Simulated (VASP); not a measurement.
A run of VASP 6.6.1 is set up as follows.

POSCAR

```
Rh
1.0
    2.6917446200      0.0000000000      0.0000000000
   -1.3458723100      2.3311192214      0.0000000000
    0.0000000000      0.0000000000      8.7980701300
Rh
4
Direct
    0.0000000000      0.0000000000      0.0000000000
    0.0000000000      0.0000000000      0.5000000000
    0.3333333333      0.6666666667      0.2500000000
    0.6666666667      0.3333333333      0.7500000000
```

File INCAR.step1:

```
ALGO     = Normal         # electronic algorithm
EDIFF    = 1E-5           # SCF threshold, eV
ENCUT    = 550            # plane-wave cutoff, eV
GGA      = PE             # functional
GGA_COMPAT= F            
ISMEAR   = 1              # smearing method
LASPH    = T              # aspherical terms in the spheres
LCHARG   = F              # write CHGCAR
LREAL    = F              # projectors in reciprocal space
LWAVE    = T              # write WAVECAR
NBANDS   = 38             # bands
NELM     = 120            # most SCF steps
PREC     = Accurate       # precision mode
SIGMA    = 0.1            # smearing width, eV
```

The input INCAR.step2:

```
ALGO     = Normal         # electronic algorithm
EDIFF    = 1E-6           # SCF threshold, eV
ENCUT    = 550            # plane-wave cutoff, eV
GGA_COMPAT= F            
ISIF     = 2              # what is computed and relaxed
ISMEAR   = 1              # smearing method
ISTART   = 1            
LASPH    = T              # aspherical terms in the spheres
LCHARG   = T              # write CHGCAR
LELF     = T              # ELF
LMIXTAU  = T            
LREAL    = F              # projectors in reciprocal space
LVHAR    = T            
LWAVE    = F              # write WAVECAR
METAGGA  = R2SCAN         # meta-GGA
NBANDS   = 38             # bands
NELM     = 120            # most SCF steps
PREC     = Accurate       # precision mode
SIGMA    = 0.1            # smearing width, eV
```

Contents of KPOINTS:

```
k-points
0
Gamma
  9 9 3
```

Potentials or basis: VASP PAW PBE potentials, release 64 (Rh_pv).

Command:

```bash
$ cat potpaw_PBE.64/Rh_pv/POTCAR > POTCAR
$ cp INCAR.step1 INCAR
$ mpirun -np 1 vasp_std > vasp.out
$ cp INCAR.step2 INCAR
$ mpirun -np 1 vasp_std > vasp.out
```

Problem. What does it give for the pressure?

Solution. -0.3 GPa.

Problem. Predict the band gap on the k mesh.

Solution. Zero (bands 30 and 31 overlap by 1.68 eV).

Stress tensor (GPa, compression positive):
```
 0.24  0.00  0.00
 0.00  0.24  0.00
 0.00  0.00 -1.44
```

Caveat: the PAW data sets were made with another functional, which shifts forces and pressure a little.
